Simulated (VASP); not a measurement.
# SiCl (P4/mmm) in VASP: further runs

Runs on SiCl. Level: PBE. Tasks: single point, relaxation of cell and atoms.

Program: VASP 6.6.1. These are calculated values, not measurements. Logs are shortened: lines on timing, memory, paths and dates and some standing lists are left out, and cuts for length are marked.

### 1 The cell of the first run

The structure is tetragonal, space group P4/mmm (No. 123). Conventional cell: a = 3.194 Å, b = 3.194 Å, c = 4.186 Å, α = 90.00°, β = 90.00°, γ = 90.00°. Within 4.2 Å of Si (site symmetry 4/mmm) lie 8 Cl at 3.08 Å and 6 Si at 3.19 to 4.19 Å. Within 4.2 Å of Cl (site symmetry 4/mmm) lie 8 Si at 3.08 Å and 6 Cl at 3.19 to 4.19 Å.

### 2 Single point, PBE

The input, INCAR:

```
SYSTEM = SiCl
PREC = Accurate ; ENCUT = 520
EDIFF = 1E-6 ; ISMEAR = 0
SIGMA = 0.1 ; LREAL = .False.
LASPH = .True. ; NELM = 100
ALGO = Normal ; ISIF = 2
LWAVE = .False. ; LCHARG = .False.
GGA = PE ; NBANDS = 12
```

The input, KPOINTS:

```
regular mesh
0
Gamma
  6 6 4
  0 0 0
```

The input, POSCAR:

```
SiCl
1.0
    3.1935381067      0.0000000000      0.0000000000
    0.0000000000      3.1935381067      0.0000000000
    0.0000000000      0.0000000000      4.1858160184
Si Cl
1 1
Direct
    0.5000000000      0.5000000000      0.5000000000
    0.0000000000      0.0000000000      0.0000000000
```

Potentials or basis: VASP PAW PBE potentials, release 64 (Si, Cl).

Command:

```bash
$ cat potpaw_PBE.64/Si/POTCAR potpaw_PBE.64/Cl/POTCAR > POTCAR
$ mpirun -np 1 vasp_std > vasp.out
```

OUTCAR:

```text
SYSTEM = SiCl
   PREC = Accurate
   ENCUT = 520
   EDIFF = 1E-6
   ISMEAR = 0
   LREAL = .False.
   LASPH = .True.
   NELM = 100
   ISIF = 2
   GGA = PE

 ion  position               nearest neighbor table
   1  0.500  0.500  0.500-
   2  0.000  0.000  0.000-

  LATTYP: Found a simple tetragonal cell.
 ALAT       =     3.1935381067
 C/A-ratio  =     1.3107142857

  Lattice vectors:

 A1 = (   3.1935381067,   0.0000000000,   0.0000000000)
 A2 = (   0.0000000000,   3.1935381067,   0.0000000000)
 A3 = (   0.0000000000,   0.0000000000,   4.1858160184)

Analysis of symmetry for initial positions (statically):
=====================================================================
 Subroutine PRICEL returns:
 Original cell was already a primitive cell.

 Routine SETGRP: Setting up the symmetry group for a
 simple tetragonal supercell.

 Subroutine GETGRP returns: Found 16 space group operations
 (whereof 16 operations were pure point group operations)
 out of a pool of 16 trial point group operations.

The static configuration has the point symmetry D_4h.

Analysis of symmetry for dynamics (positions and initial velocities):
=====================================================================
 Subroutine PRICEL returns:
 Original cell was already a primitive cell.

 Routine SETGRP: Setting up the symmetry group for a
 simple tetragonal supercell.

 Subroutine GETGRP returns: Found 16 space group operations
 (whereof 16 operations were pure point group operations)
 out of a pool of 16 trial point group operations.

The dynamic configuration has the point symmetry D_4h.

 Subroutine INISYM returns: Found 16 space group operations
 (whereof 16 operations are pure point group operations),
 and found     1 'primitive' translations

----------------------------------------------------------------------------------------

                                     Primitive cell

  volume of cell :      42.6898

  direct lattice vectors                    reciprocal lattice vectors
     3.193538107  0.000000000  0.000000000     0.313132321  0.000000000  0.000000000
     0.000000000  3.193538107  0.000000000     0.000000000  0.313132321  0.000000000
     0.000000000  0.000000000  4.185816018     0.000000000  0.000000000  0.238902043

  length of vectors
     3.193538107  3.193538107  4.185816018     0.313132321  0.313132321  0.238902043

  position of ions in fractional coordinates (direct lattice)
     0.500000000  0.500000000  0.500000000
     0.000000000  0.000000000  0.000000000

  ion indices of the primitive-cell ions
   primitive index   ion index
                 1           1
                 2           2

----------------------------------------------------------------------------------------

 KPOINTS: regular mesh

Automatic generation of k-mesh.
 Grid dimensions read from file:
 generate k-points for:    6    6    4

 Generating k-lattice:

  Cartesian coordinates                     Fractional coordinates (reciprocal lattice)
     0.052188720  0.000000000  0.000000000     0.166666667  0.000000000  0.000000000
     0.000000000  0.052188720  0.000000000     0.000000000  0.166666667  0.000000000
     0.000000000  0.000000000  0.059725511     0.000000000  0.000000000  0.250000000

  Length of vectors
     0.052188720  0.052188720  0.059725511

  Shift w.r.t. Gamma in fractional coordinates (k-lattice)
     0.000000000  0.000000000  0.000000000

 Subroutine IBZKPT returns following result:
 ===========================================

 Found     30 irreducible k-points:

 Following reciprocal coordinates:
            Coordinates               Weight
  0.000000  0.000000  0.000000      1.000000
  0.166667  0.000000  0.000000      4.000000
  0.333333  0.000000  0.000000      4.000000
  0.500000  0.000000  0.000000      2.000000
  0.166667  0.166667  0.000000      4.000000
  0.333333  0.166667  0.000000      8.000000
[... 16 lines left out ...]
  0.333333  0.000000  0.500000      4.000000
  0.500000  0.000000  0.500000      2.000000
 [... further k-points ...]
   k-points           NKPTS =     30   k-points in BZ     NKDIM =     30   number of bands    NBANDS=     12
   number of dos      NEDOS =    301   number of ions     NIONS =      2
   total plane-waves  NPLWV =  18432
   dimension x,y,z NGX =    24 NGY =   24 NGZ =   32
   dimension x,y,z NGXF=    48 NGYF=   48 NGZF=   64
   ions per type =               1   1
   NGX,Y,Z   is equivalent  to a cutoff of  12.49, 12.49, 12.71 a.u.
   NGXF,Y,Z  is equivalent  to a cutoff of  24.99, 24.99, 25.42 a.u.
 SYSTEM =  SiCl
   PREC   = accura    normal or accurate (medium, high low for compatibility)
   ISTART =      0    job   : 0-new  1-cont  2-samecut
   ICHARG =      2    charge: 1-file 2-atom 10-const
   ISPIN  =      1    spin polarized calculation?
   LNONCOLLINEAR =      F non collinear calculations
   LSORBIT =      F    spin-orbit coupling
   LASPH  =      T    aspherical Exc in radial PAW
   ENCUT  =  520.0 eV  38.22 Ry    6.18 a.u.   5.94  5.94  7.78*2*pi/ulx,y,z
   NELM   =    100;   NELMIN=  2; NELMDL= -5     # of ELM steps
   EDIFF  = 0.1E-05   stopping-criterion for ELM
   LREAL  =      F    real-space projection
   EDIFFG = 0.1E-04   stopping-criterion for IOM
   NSW    =      0    number of steps for IOM
   IBRION =     -1    ionic relax: 0-MD 1-quasi-New 2-CG
   NFREE  =      0    steps in history (QN), initial steepest desc. (CG)
   ISIF   =      2    stress and relaxation
   ISYM   =      2    0-nonsym 1-usesym 2-fastsym
   POTIM  = 0.5000    time-step for ionic-motion
   TEBEG  =    0.0;   TEEND  =   0.0 temperature during run
   PSTRESS=    0.0 pullay stress
   NELECT =      11.0000    total number of electrons
   NUPDOWN=      -1.0000    fix difference up-down
   EMIN   =  10.00;   EMAX   =-10.00  energy-range for DOS
   EFERMI =   0.00;   METHOD = LEGACY
   ISMEAR =     0;   SIGMA  =   0.10  broadening in eV -4-tet -1-fermi 0-gaus
   EFERMI_NEDOS =   21; number of points for ismear=-14 and -15
   IALGO  =     38    algorithm
   IMIX   =      4    mixing-type and parameters
     AMIX     =   0.40;   BMIX     =  1.00
     AMIX_MAG =   1.60;   BMIX_MAG =  1.00
  volume/ion in A,a.u.               =      21.34       144.04
  Fermi-wavevector in a.u.,A,eV,Ry     =   1.041752  1.968626 14.765681  1.085247
  Thomas-Fermi vector in A             =   2.176387
   LORBIT       =      0    0 simple, 1 ext, 2 COOP (PROOUT), +10 PAW based schemes
   GGA     = PE    functional components
   LHFCALC =     F    Hartree Fock is set to
   AEXX    =    0.0000 exact exchange contribution
   IVDW    =     0    specifies the selected vdW correction
   LEPSILON=     F    determine dielectric tensor
   LRPA    =     F    only Hartree local field effects (RPA)
 non-spin polarized calculation
 Gauss-broadening in eV      SIGMA  =   0.10
  energy-cutoff  :      520.00
  volume of cell :       42.69
 maximum number of plane-waves:      1168
 NGX is ok and might be reduce to    24
   NGX = 11   NGY = 11   NGZ = 15

 number of electron      10.9999997 magnetization

 Free energy of the ion-electron system (eV)
  ---------------------------------------------------
  ext. energy  EPLUGINS =         0.00000000
  ---------------------------------------------------
  free energy    TOTEN  =        -6.14140569 eV

  energy without entropy =       -6.12822072  energy(sigma->0) =       -6.13481320

 E-fermi :   4.9089     XC(G=0):  -9.5786

 val. band max:        4.9053527684   @ k =   0.3333   0.1667   0.0000
 cond. band min:       4.9686193359   @ k =   0.5000   0.5000   0.5000
 fundamental gap:      0.0632665675
 Fermi energy:         4.9089468716

 k-point     1 :       0.0000    0.0000    0.0000
  band No.  band energies     occupation
      1     -11.2977      2.00000
      2      -2.6925      2.00000
      3      -0.0649      2.00000
      4       2.4997      2.00000
      5       2.4997      2.00000
      6       8.1004      0.00000
      7       9.4625      0.00000
      8       9.4625      0.00000
      9       9.4898      0.00000
     10      10.4340      0.00000
     11      15.9219      0.00000
     12      15.9219      0.00000

 k-point     2 :       0.1667    0.0000    0.0000
  band No.  band energies     occupation
      1     -11.1298      2.00000
      2      -2.6730      2.00000
      3       0.1820      2.00000
      4       1.7665      2.00000
      5       2.6310      2.00000
      6       7.2705      0.00000
      7       7.5537      0.00000
      8       9.4909      0.00000
      9      10.1579      0.00000
     10      12.6988      0.00000
     11      15.3813      0.00000
     12      16.2869      0.00000

 k-point     3 :       0.3333    0.0000    0.0000
  band No.  band energies     occupation
      1     -10.7516      2.00000
      2      -2.9353      2.00000
      3       0.7980      2.00000
      4       1.3553      2.00000
      5       2.9182      2.00000
      6       4.6679      1.99935
      7       6.3048      0.00000
      8       9.4895      0.00000
      9      11.3727      0.00000
     10      15.2587      0.00000
     11      15.5184      0.00000
     12      16.1514      0.00000
[... 286 lines left out ...]
 k-point    23 :       0.3333    0.0000    0.5000
  band No.  band energies     occupation
      1     -10.5982      2.00000
      2      -3.1044      2.00000
      3      -0.3891      2.00000
      4       0.9501      2.00000
      5       3.0463      2.00000
      6       6.1711      0.00000
      7       7.2761      0.00000
      8       9.3908      0.00000
      9      12.7633      0.00000
     10      14.0132      0.00000
     11      15.6722      0.00000
     12      15.7363      0.00000

 k-point    24 :       0.5000    0.0000    0.5000
  band No.  band energies     occupation
      1     -10.4213      2.00000
      2      -1.7766      2.00000
      3      -1.0872      2.00000
      4      -0.8285      2.00000
      5       3.1650      2.00000
      6       6.1189      0.00000
      7       8.0558      0.00000
      8       9.8848      0.00000
      9      11.7470      0.00000
     10      14.3782      0.00000
     11      14.6103      0.00000
     12      15.0122      0.00000

 [... further k-points ...]

------------------------ aborting loop because EDIFF is reached ----------------------------------------

  FORCE on cell =-STRESS in cart. coord.  units (eV):
  Direction    XX          YY          ZZ          XY          YZ          ZX
  --------------------------------------------------------------------------------------
  -------------------------------------------------------------------------------------
  Total       -0.8085657     -0.8085657     -0.8739847      0.0000000      0.0000000     -0.0000000
  in kB      -30.3460081    -30.3460081    -32.8012272      0.0000000      0.0000000     -0.0000000
  external PRESSURE =     -31.1644145 kB  Pullay stress =       0.0000000 kB

 VOLUME and BASIS-vectors are now :
 -----------------------------------------------------------------------------
  energy-cutoff  :      520.00
  volume of cell :       42.69
      direct lattice vectors                 reciprocal lattice vectors
     3.193538107  0.000000000  0.000000000     0.313132321  0.000000000  0.000000000
     0.000000000  3.193538107  0.000000000     0.000000000  0.313132321  0.000000000
     0.000000000  0.000000000  4.185816018     0.000000000  0.000000000  0.238902043

 POSITION                                       TOTAL-FORCE (eV/Angst)
 -----------------------------------------------------------------------------------
      1.59677      1.59677      2.09291         0.000000      0.000000      0.000000
      0.00000      0.00000      0.00000         0.000000      0.000000      0.000000
 -----------------------------------------------------------------------------------
    total drift:                               -0.000000      0.000000      0.000000

  FREE ENERGIE OF THE ION-ELECTRON SYSTEM (eV)
  ---------------------------------------------------
  free  energy   TOTEN  =        -6.1414056862 eV

  energy  without entropy=       -6.1282207219  energy(sigma->0) =       -6.13481320
```

It took 5.9 s on 1 thread of AMD EPYC 9R45 (Zen 5), shared host; peak memory 0.12 GiB.

Results:

- Free energy: -6.1414 eV
- Pressure: -3.1 GPa
- Band gap on the k mesh: zero (an odd number of electrons rules out a gap without spin polarisation)

Stress tensor (GPa, compression positive):
```
-3.03  0.00  0.00
 0.00 -3.03  0.00
 0.00  0.00 -3.28
```

Levels at points of the mesh, in eV from the Fermi level:
| k point | band 3 | band 4 | band 5 | band 6 | band 7 | band 8 |
| --- | --- | --- | --- | --- | --- | --- |
| (0.00, 0.00, 0.00) | -4.97 | -2.41 | -2.41 | 3.19 | 4.55 | 4.55 |
| (0.50, 0.00, 0.00) | -3.69 | -2.70 | -2.09 | -1.83 | 0.66 | 4.54 |
| (0.50, 0.50, 0.00) | -5.36 | -5.05 | -2.99 | 0.60 | 0.60 | 2.53 |
| (0.00, 0.00, 0.50) | -2.19 | -2.19 | -1.54 | -0.03 | 3.51 | 3.51 |
| (0.50, 0.00, 0.50) | -6.00 | -5.74 | -1.74 | 1.21 | 3.15 | 4.98 |
| (0.50, 0.50, 0.50) | -4.68 | -4.51 | -3.89 | -1.58 | -1.58 | 0.06 |

Caveat: the k points lie up to 0.38 Å⁻¹ apart, too coarse for converged energies and pressures of a metal; an odd number of electrons without spin polarisation forces a metal; a magnetic or distorted state may lie lower.

### 3 Single point, PBE

This run uses another cell than the first one, of 19.50 Å³/atom.

The input, INCAR:

```
PREC = Accurate
ENCUT = 520
EDIFF = 1E-7
ISMEAR = 0
SIGMA = 0.1
LREAL = False
LASPH = True
NELM = 60
ALGO = Normal
ISIF = 2
LWAVE = False
LCHARG = False
GGA = PE
NBANDS = 12
```

The input, KPOINTS:

```
regular mesh
0
Gamma
  18 18 14
```

The input, POSCAR:

```
SiCl
1.0
    3.0601406894      0.0000000000      0.0000000000
    0.0000000000      3.0601406894      0.0000000000
    0.0000000000      0.0000000000      4.1654068903
Si Cl
1 1
Direct
    0.5000000000      0.5000000000      0.5000000000
    0.0000000000      0.0000000000      0.0000000000
```

Potentials or basis: VASP PAW PBE potentials, release 64 (Si, Cl).

Command:

```bash
$ cat potpaw_PBE.64/Si/POTCAR potpaw_PBE.64/Cl/POTCAR > POTCAR
$ mpirun -np 1 vasp_std > vasp.out
```

Wall time 89 s (1 thread of AMD EPYC 9R45 (Zen 5), shared host); peak memory 0.26 GiB.

The run converged. Its results:

| Item | Value |
| --- | --- |
| Free energy | -6.2341 eV |
| Pressure | 0.0 GPa |
| Band gap on the k mesh | zero (an odd number of electrons rules out a gap without spin polarisation) |

Levels at points of the mesh, in eV from the Fermi level:
| k point | band 3 | band 4 | band 5 | band 6 | band 7 | band 8 |
| --- | --- | --- | --- | --- | --- | --- |
| (0.00, 0.00, 0.00) | -5.59 | -2.31 | -2.31 | 3.57 | 4.61 | 5.18 |
| (0.50, 0.00, 0.00) | -4.03 | -2.83 | -2.47 | -1.63 | 0.40 | 5.30 |
| (0.50, 0.50, 0.00) | -5.79 | -4.74 | -3.14 | 0.45 | 0.45 | 2.70 |
| (0.00, 0.00, 0.50) | -2.09 | -2.09 | -1.42 | 0.13 | 4.01 | 4.01 |
| (0.50, 0.00, 0.50) | -6.60 | -6.26 | -1.54 | 1.22 | 3.52 | 5.80 |
| (0.50, 0.50, 0.50) | -5.11 | -4.12 | -4.10 | -1.86 | -1.86 | 0.02 |

Caveat: an odd number of electrons without spin polarisation forces a metal; a magnetic or distorted state may lie lower.

### 4 Relaxation of cell and atoms, PBE

This run uses another cell than the first one, of 19.50 Å³/atom.

The input, INCAR:

```
PREC = Accurate
ENCUT = 600
EDIFF = 1E-6
ISMEAR = 0
SIGMA = 0.1
LREAL = F
LASPH = T
NELM = 100
ALGO = Normal
ISIF = 3
LWAVE = F
LCHARG = F
GGA = PE
IBRION = 2
NSW = 100
EDIFFG = -0.01
```

The input, KPOINTS:

```
Automatic mesh
0
Gamma
  18 18 14
```

POSCAR is that of step 3.

Command:

```bash
$ cat potpaw_PBE.64/Si/POTCAR potpaw_PBE.64/Cl/POTCAR > POTCAR
$ mpirun -np 1 vasp_std > vasp.out
```

Wall time 79 s (1 thread of AMD EPYC 9R45 (Zen 5), shared host); peak memory 0.28 GiB.

Results (log left out):

| Property | Result |
| --- | --- |
| Free energy | -6.2345 eV |
| Pressure after relaxing | 0.0 GPa |
| Band gap on the k mesh | zero (an odd number of electrons rules out a gap without spin polarisation) |

Final structure:
```
Si Cl
1.0
     3.06014    0.00000    0.00000
     0.00000    3.06014    0.00000
     0.00000    0.00000    4.16541
Si Cl
1 1
Direct
  0.50000 0.50000 0.50000
  0.00000 0.00000 0.00000
```

Levels at points of the mesh, in eV from the Fermi level:
```csv
k point,band 2,band 3,band 4,band 5,band 6,band 7,band 8,band 9
"(0.00, 0.00, 0.00)",-7.88,-5.59,-2.31,-2.31,3.57,4.61,5.18,5.18
"(0.50, 0.00, 0.00)",-8.57,-4.03,-2.83,-2.47,-1.63,0.40,5.30,8.44
"(0.50, 0.50, 0.00)",-5.79,-5.79,-4.74,-3.14,0.45,0.45,2.70,4.20
"(0.00, 0.00, 0.50)",-10.10,-2.09,-2.09,-1.42,0.13,4.01,4.01,6.97
"(0.50, 0.00, 0.50)",-6.84,-6.60,-6.26,-1.54,1.22,3.52,5.80,7.06
"(0.50, 0.50, 0.50)",-5.11,-5.11,-4.12,-4.10,-1.86,-1.86,0.02,7.62
```

Caveat: the relaxation stopped at its first step, so nothing moved; an odd number of electrons without spin polarisation forces a metal; a magnetic or distorted state may lie lower.

### 5 Summary

```csv
task,cell,k mesh,cutoff (eV),gap on the mesh (eV),pressure (GPa)
single point,"a = 3.194, b = 3.194, c = 4.186 Å, 2 atoms",6 × 6 × 4,520,none,-3.1
single point,"a = 3.060, b = 3.060, c = 4.165 Å, 2 atoms",18 × 18 × 14,520,none,0.0
relaxation of cell and atoms,"relaxed from a = 3.060, b = 3.060, c = 4.165 Å, 2 atoms",18 × 18 × 14,600,none,0.0
```

Alike in all rows: level PBE; potentials or basis VASP PAW PBE potentials, release 64 (Si, Cl); no spin polarisation; smearing gaussian 0.1 eV.

Caveats: some runs use coarse meshes; an odd number of electrons without spin polarisation forces a metal; a magnetic or distorted state may lie lower; the relaxation stopped at its first step, so nothing moved (at least some runs).

Total energies depend on the potentials used, so only differences within one code and one set of settings carry meaning.
